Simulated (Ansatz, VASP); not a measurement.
**CoSi: VASP beside Ansatz**

```
Co Si
1.0
     4.38583    0.00000    0.00000
     0.00000    4.38583    0.00000
     0.00000    0.00000    4.38583
Co Si
4 4
Direct
  0.14564 0.14564 0.14564
  0.35436 0.85436 0.64564
  0.64564 0.35436 0.85436
  0.85436 0.64564 0.35436
  0.84333 0.84333 0.84333
  0.65667 0.15667 0.34333
  0.34333 0.65667 0.15667
  0.15667 0.34333 0.65667
```

Alike in both runs: functional PBEsol; k mesh 8 × 8 × 8; occupations gaussian, width 0.1 eV; no spin polarisation.

Ansatz relaxed the structure, and its values are those at the end. VASP's run is a single point on that final structure, the one shown.

|  | VASP | Ansatz |
| --- | --- | --- |
| version | VASP 6.6.1 | Ansatz 0.2.0 |
| potentials or method | VASP PAW PBE potentials, release 64 (Co, Si), cutoff 520 eV | scalar-relativistic, plane waves, PAW |
| valence electrons in the cell | 52 | 84 |

|  | VASP | Ansatz | Ansatz less VASP |
| --- | --- | --- | --- |
| gap on the k mesh at the Fermi level (eV) | none | none | - |
| pressure (GPa) | 0.2 | 0.0 | -0.22 |
| rms of the force components (eV/Å) | 0.003 | 0.002 | -0.0016 |

VASP's potentials were made for PBE, not for PBEsol. A gap of «none» marks a metal or a gap that the smearing closes. With one functional, cell and mesh, what is left measures potentials, basis and numerics. VASP's potentials hold 52 valence electrons a cell and Ansatz's 84, so a difference there can come from the potentials and not from the codes.
